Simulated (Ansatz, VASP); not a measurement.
# CuAu: VASP beside Ansatz

```xyz
2
Lattice="2.8713 0.0000 0.0000 0.0000 2.8713 0.0000 0.0000 0.0000 3.6404" Properties=species:S:1:pos:R:3 pbc="T T T"
Cu    1.4356    1.4356    1.8202
Au    0.0000    0.0000    0.0000
```

Alike in both runs: task relaxation of cell and atoms; functional LDA; k mesh 16 × 16 × 12; occupations gaussian, width 0.1 eV; no spin polarisation.

|  | VASP | Ansatz |
| --- | --- | --- |
| version | VASP 6.6.1 | Ansatz 0.2.0 |
| potentials or method | VASP PAW LDA potentials, release 64 (Cu_sv_GW, Au_sv_GW), cutoff 700 eV | scalar-relativistic, plane waves, PAW |
| valence electrons in the cell | 38 | 38 |

Ansatz gave:

| Item | Value |
| --- | --- |
| gap on the k mesh at the Fermi level, each at its own relaxed structure (eV) | none |
| relaxed volume (Å³/atom) | 13.78 |
| relaxed cell length with the largest relative difference (Å) | 3.532 |

Q: Which values does VASP return?

A: gap on the k mesh at the Fermi level, each at its own relaxed structure (eV): none; relaxed volume (Å³/atom): 13.70; relaxed cell length with the largest relative difference (Å): 3.519.

LDA's correlation is that of Perdew and Zunger in VASP and of Perdew and Wang (1992) in Ansatz. A gap of «none» marks a metal or a gap that the smearing closes.

Spin-orbit coupling is off throughout.
